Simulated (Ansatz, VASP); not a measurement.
One calculation of CdS, two programs

INCAR

```
SYSTEM = CdS
PREC = Accurate ; ENCUT = 520
EDIFF = 1E-8 ; ISMEAR = -1
SIGMA = 0.03 ; LREAL = .False.
LASPH = .True. ; NELM = 100
ALGO = Normal ; ISIF = 2
LWAVE = .False. ; LCHARG = .False.
GGA = PE ; LEFG = .True.
NBANDS = 16
```

Contents of KPOINTS:

```
Automatic mesh
0
Gamma
  9 9 9
  0 0 0
```

POSCAR

```
CdS
1.0
    0.0000000000      2.9100000000      2.9100000000
    2.9100000000      0.0000000000      2.9100000000
    2.9100000000      2.9100000000      0.0000000000
Cd S
1 1
Direct
    0.0029761168      0.0029761168      0.0029761168
    0.7500000000      0.7500000000      0.7500000000
```

Input for Ansatz:

```yaml
crystal:
  lattice:
    - [0.0, 2.91, 2.91]
    - [2.91, 0.0, 2.91]
    - [2.91, 2.91, 0.0]
  atoms:
    - { symbol: Cd, position: [0.0029761168, 0.0029761168, 0.0029761168] }
    - { symbol: S, position: [0.75, 0.75, 0.75] }
kpoints:
  mp_grid: { grid: [9, 9, 9] }
scf:
  occupations: { method: fermi_dirac, width: 0.03 }
hamiltonian:
  xc: pbe
  pseudopotentials: { kind: paw }
output:
  forces: true
  stress: true
  eigenvalues: true
  efg: { contact_densities: true }
```

Alike in both runs: task electric field gradients; functional PBE; k mesh 9 × 9 × 9; occupations fermi-dirac, width 0.03 eV; no spin polarisation.

```csv
,VASP,Ansatz
version,VASP 6.6.1,Ansatz 0.2.0
potentials or method,"VASP PAW PBE potentials, release 64 (Cd, S)","PAW with Ansatz's default frozen-core files, scalar-relativistic"
plane-wave cutoff (eV),520,420
valence electrons in the cell,18,26
```

```tsv
	VASP	Ansatz	Ansatz less VASP
gap on the k mesh at the Fermi level (eV)	1.16	1.15	-0.005
pressure (GPa)	3.7	3.3	-0.37
traceless stress, the component that is largest in VASP (GPa)	-0.40	-0.39	+0.015
rms of the force components (eV/Å)	0.087	0.085	-0.0023
size of Vzz on the site where it differs most (V/Å²)	16.2	14.8	-1.43
```

Atom by atom the forces differ by 0.002 eV/Å (rms over components). VASP's potentials hold 18 valence electrons a cell and Ansatz's 26, so a difference there can come from the potentials and not from the codes.
